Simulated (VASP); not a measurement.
Set up this calculation in VASP 6.6.1, as the native input.

* Task: relaxation of cell and atoms
* Functional: PBEsol
* Potentials or basis: VASP PAW PBE potentials, release 64 (Ga_d, N)
* Cutoff: 600 eV
* k mesh: 12 × 12 × 8
* Occupations: gaussian, width 0.05 eV
* Spin: no spin polarisation
* Dipole correction: no
* Further INCAR settings: ALGO = Normal; EDIFF = 1e-06; IBRION = 2; EDIFFG = -0.01; NSW = 80; ISIF = 3

The structure of GaN lies in POSCAR:

```
GaN
1.0
    3.2053167707      0.0000000000      0.0000000000
   -1.6026583854      2.7758857506      0.0000000000
    0.0000000000      0.0000000000      5.2071283665
Ga N
2 2
Direct
    0.3333333333      0.6666666667      0.0000000000
    0.6666666667      0.3333333333      0.5000000000
    0.3333333333      0.6666666667      0.3750000000
    0.6666666667      0.3333333333      0.8750000000
```

The input as run:

INCAR

```
ALGO = Normal
EDIFF = 1E-6
EDIFFG = -0.01
ENCUT = 600
GGA = PS
IBRION = 2
ISIF = 3
ISMEAR = 0
LASPH = T
LCHARG = F
LREAL = F
LWAVE = F
NELM = 60
NSW = 80
PREC = Accurate
SIGMA = 0.05
```

KPOINTS

```
k-points
0
Gamma
  12 12 8
```

Potentials or basis: VASP PAW PBE potentials, release 64 (Ga_d, N).

Command:

```bash
$ cat potpaw_PBE.64/Ga_d/POTCAR potpaw_PBE.64/N/POTCAR > POTCAR
$ mpirun -np 1 vasp_std > vasp.out
```

Results of the run:

```json
{
  "Relaxed volume": "11.35 Å³/atom",
  "Relaxed cell": "a = 3.180 Å, b = 3.180 Å, c = 5.184 Å, α = 90.00°, β = 90.00°, γ = 120.00°",
  "Space group after relaxing (to 0.1 Å)": "P6_3mc (No. 186)",
  "Energy gained by relaxing": "3.2 meV/atom",
  "Ionic steps": "7",
  "Pressure after relaxing": "0.0 GPa",
  "Band gap on the k mesh": "1.90 eV"
}
```

Caveat: the PAW data sets were made with another functional, which shifts forces and pressure a little.

It took 3.3 min on 1 thread of Intel(R) Xeon(R) 6975P-C (Granite Rapids), on a shared host, peak memory 0.25 GiB.
